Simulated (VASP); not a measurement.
Here is a VASP 6.6.1 calculation.

INCAR

```
ALGO = Normal
EDIFF = 1E-7
ENCUT = 520
GGA = PS
ISIF = 2
ISMEAR = -1
LASPH = True
LCHARG = False
LREAL = False
LWAVE = False
NBANDS = 15
NELM = 60
PREC = Accurate
SIGMA = 0.05
```

Contents of KPOINTS:

```
k-points
0
Gamma
  11 11 11
```

The input POSCAR:

```
TiC
1.0
    0.0000000000      2.1467797856      2.1467797856
    2.1467797856      0.0000000000      2.1467797856
    2.1467797856      2.1467797856      0.0000000000
Ti C
1 1
Direct
    0.0000000000      0.0000000000      0.0000000000
    0.5000000000      0.5000000000      0.5000000000
```

Potentials or basis: VASP PAW PBE potentials, release 64 (Ti_sv, C).

The run is started by

```sh
$ cat potpaw_PBE.64/Ti_sv/POTCAR potpaw_PBE.64/C/POTCAR > POTCAR
$ mpirun -np 1 vasp_std > vasp.out
```

Q: Predict the pressure.

A: 0.2 GPa.

Q: Estimate the band gap on the k mesh.

A: Zero (band 8 reaches 10.28 eV, above the bottom of band 9 at 9.20 eV).

Caveat: the PAW data sets were made with another functional, which shifts forces and pressure a little.
